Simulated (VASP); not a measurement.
W, 1 atom in the cell. Symmetry: Im-3m, No. 229, cubic system. Conventional cell: a = 3.185 Å, b = 3.185 Å, c = 3.185 Å, α = 90.00°, β = 90.00°, γ = 90.00°. W (site symmetry m-3m) has 14 W at 2.76 to 3.19 Å within 3.6 Å. 

| Item | Value |
| --- | --- |
| Program | VASP 6.6.1 |
| Task | vibrations by perturbation theory |
| Functional | PBEsol |
| Potentials or basis | VASP PAW PBE potentials, release 64 (W_sv) |
| Cutoff | 520 eV |
| k mesh | 20 × 20 × 20 |
| Occupations | fermi-dirac, width 0.1 eV |
| Spin | no spin polarisation |
| Dipole correction | no |
| Further INCAR settings | ALGO = Normal; EDIFF = 1e-08; NBANDS = 13; IBRION = 8; NSW = 1 |

Potentials or basis: VASP PAW PBE potentials, release 64 (W_sv).

Run with:

```sh
$ cat potpaw_PBE.64/W_sv/POTCAR > POTCAR
$ mpirun -np 1 vasp_std > vasp.out
```

Hardware: 1 thread of Intel Xeon 8259CL, with other jobs on the host.

Q: How long does it take, and how much memory?

A: Run time: 3.8 min on 1 thread of Intel Xeon 8259CL (shared host), peak memory 0.39 GiB. Counts: scf iterations 29, k points 256.
